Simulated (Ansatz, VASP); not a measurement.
# Two plane-wave programs on TaWC2

The input INCAR:

```
SYSTEM = TaWC2
ALGO = Normal
EDIFF = 1E-6
ENCUT = 520
ISIF = 2
ISMEAR = -1
LASPH = .True.
LCHARG = .False.
LREAL = .False.
LWAVE = .False.
NBANDS = 24
NELM = 60
PREC = Accurate
SIGMA = 0.05
```

The input KPOINTS:

```
k-points
0
Gamma
  10 10 10
  0 0 0
```

The input POSCAR:

```
TaWC2
1.0
    1.5613054648      0.9014201304      5.0673795820
   -1.5613054648      0.9014201304      5.0673795820
    0.0000000000     -1.8028402609      5.0673795820
W Ta C
1 1 2
Direct
    0.0000000000      0.0000000000      0.0000000000
    0.5000000000      0.5000000000      0.5000000000
    0.2509330000      0.2509330000      0.2509330000
    0.7490670000      0.7490670000      0.7490670000
```

Contents of input.yaml:

```yaml
crystal:
  lattice:
    - [1.5613054648, 0.9014201304, 5.067379582]
    - [-1.5613054648, 0.9014201304, 5.067379582]
    - [0.0, -1.8028402609, 5.067379582]
  atoms:
    - { symbol: W, position: [0.0, 0.0, 0.0] }
    - { symbol: Ta, position: [0.5, 0.5, 0.5] }
    - { symbol: C, position: [0.250933, 0.250933, 0.250933] }
    - { symbol: C, position: [0.749067, 0.749067, 0.749067] }
hamiltonian:
  xc: lda
  pseudopotentials: { kind: paw }
kpoints:
  mp_grid: { grid: [10, 10, 10] }
scf:
  occupations: { method: fermi_dirac, width: 0.05 }
output:
  forces: true
  stress: true
  eigenvalues: true
```

Alike in both runs: task single point; functional LDA; k mesh 10 × 10 × 10; occupations fermi-dirac, width 0.05 eV; no spin polarisation.

|  | VASP | Ansatz |
| --- | --- | --- |
| version | VASP 6.6.1 | Ansatz 0.2.0 |
| potentials or method | VASP PAW LDA potentials, release 64 (W_sv, Ta_pv, C) | Ansatz PAW |
| plane-wave cutoff (eV) | 520 | 420 |
| valence electrons in the cell | 33 | 35 |

Ansatz gave:

```
gap on the k mesh at the Fermi level (eV) : none
pressure (GPa)                            : -10.1
rms of the force components (eV/Å)        : 0.035
```

Question: What did VASP give for the same quantities?

Answer: gap on the k mesh at the Fermi level (eV): none; pressure (GPa): -8.2; rms of the force components (eV/Å): 0.036.

LDA's correlation is that of Perdew and Zunger in VASP and of Perdew and Wang (1992) in Ansatz. Atom by atom the forces differ by 0.001 eV/Å (rms over components). A gap of «none» marks a metal or a gap that the smearing closes. VASP's potentials hold 33 valence electrons a cell and Ansatz's 35, so a difference there can come from the potentials and not from the codes.

Neither program's run includes spin-orbit coupling.
